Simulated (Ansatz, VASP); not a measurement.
# B: VASP beside Ansatz

File INCAR:

```
SYSTEM = B
PREC = Accurate
ENCUT = 500
EDIFF = 1E-7
ISMEAR = 0
SIGMA = 0.1
LREAL = .False.
LASPH = .True.
NELM = 120
ALGO = Normal
ISIF = 3
LWAVE = .False.
LCHARG = .False.
GGA = PS
IBRION = 2
NSW = 90
EDIFFG = -0.04
GGA_COMPAT = .False.
NELMIN = 4
```

Contents of KPOINTS:

```
Automatic mesh
0
Gamma
  8 8 8
  0 0 0
```

The input POSCAR:

```
B
1.0
    0.0000000000      1.9980803089      1.9980803089
    1.9980803089      0.0000000000      1.9980803089
    1.9980803089      1.9980803089      0.0000000000
B
2
Direct
    0.5000000000      0.5000000000      0.5000000000
    0.7500000000      0.7500000000      0.7500000000
```

Input for Ansatz:

```yaml
crystal:
  lattice:
    - [0.0, 1.9980803089, 1.9980803089]
    - [1.9980803089, 0.0, 1.9980803089]
    - [1.9980803089, 1.9980803089, 0.0]
  atoms:
    - { symbol: B, position: [0.5, 0.5, 0.5] }
    - { symbol: B, position: [0.75, 0.75, 0.75] }
basis:
  ecutwfc: 420
kpoints:
  mp_grid: { grid: [8, 8, 8] }
hamiltonian:
  xc: pbesol
scf:
  occupations: { method: gaussian, width: 0.1 }
  lower_state_search: "off"
output:
  forces: true
  stress: true
  eigenvalues: true
relax:
  adjacent_minimum: "off"
  f_tol: 0.04
  max_steps: 70
  cell: { stress_tol: 0.4 }
```

Alike in both runs: task relaxation of cell and atoms; functional PBEsol; k mesh 8 × 8 × 8; occupations gaussian, width 0.1 eV; no spin polarisation.

|  | VASP | Ansatz |
| --- | --- | --- |
| version | VASP 6.6.1 | Ansatz 0.2.0 |
| potentials or method | VASP PAW PBE potentials, release 64 (B), cutoff 500 eV | scalar-relativistic, plane waves, PAW |
| valence electrons in the cell | 6 | 6 |

Ansatz gave:

```
gap on the k mesh at the Fermi level, each at its own relaxed structure (eV) : none
relaxed volume (Å³/atom)                                                     : 8.19
relaxed cell length with the largest relative difference (Å)                 : 2.850
```

Question: Which values does VASP return?

Answer: gap on the k mesh at the Fermi level, each at its own relaxed structure (eV): none; relaxed volume (Å³/atom): 8.21; relaxed cell length with the largest relative difference (Å): 2.852.

VASP's potentials were made for PBE, not for PBEsol. A gap of «none» marks a metal or a gap that the smearing closes.
